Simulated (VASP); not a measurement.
Set up this calculation in VASP 6.6.1, as the native input.

- Task: electric field gradients
- Functional: PBE
- Potentials or basis: VASP PAW PBE potentials, release 64 (Al, Pt)
- Cutoff: 520 eV
- k mesh: 9 × 9 × 9
- Occupations: fermi-dirac, width 0.05 eV
- Spin: no spin polarisation
- Dipole correction: no
- Further INCAR settings: ALGO = Normal; EDIFF = 1e-08; NBANDS = 15

The structure of Al2Pt lies in POSCAR:

```
Al2Pt
1.0
    0.0000000000      2.9550000000      2.9550000000
    2.9550000000      0.0000000000      2.9550000000
    2.9550000000      2.9550000000      0.0000000000
Al Pt
2 1
Direct
    0.1975000000      0.1975000000      0.1975000000
    0.7500000000      0.7500000000      0.7500000000
    0.0525000000      0.0525000000      0.0525000000
```

This cell differs from its parent crystal: shortest bond scaled by 0.58.

The input as run:

INCAR

```
PREC = Accurate
ENCUT = 520
EDIFF = 1E-8
ISMEAR = -1
SIGMA = 0.05
LREAL = False
LASPH = True
NELM = 60
ALGO = Normal
ISIF = 2
LWAVE = False
LCHARG = False
GGA = PE
LEFG = True
NBANDS = 15
```

KPOINTS

```
Automatic mesh
0
Gamma
  9 9 9
```

Potentials or basis: VASP PAW PBE potentials, release 64 (Al, Pt).

Command:

```console
$ cat potpaw_PBE.64/Al/POTCAR potpaw_PBE.64/Pt/POTCAR > POTCAR
$ mpirun -np 1 vasp_std > vasp.out
```

It gave:

The pressure is 82.8 GPa. The largest force is 50.253 eV/Å. The band gap on the k mesh is zero (band 8 reaches 11.27 eV, above the bottom of band 9 at 6.78 eV).

Caveat: the cell differs from its parent crystal (shortest bond scaled by 0.58); without QUAD_EFG the Cq values of the log hold for a quadrupole moment of 1 mb, not for the nuclei; spin-orbit coupling is left out, which moves the levels of the heavy elements; forces of over 1 eV/Å act on the atoms, so gaps and moduli don't describe the material at rest.

It took 38 s on 1 thread of AMD EPYC 9R45 96-Core Processor (Zen 5), with other jobs on the host, peak memory 0.19 GiB.
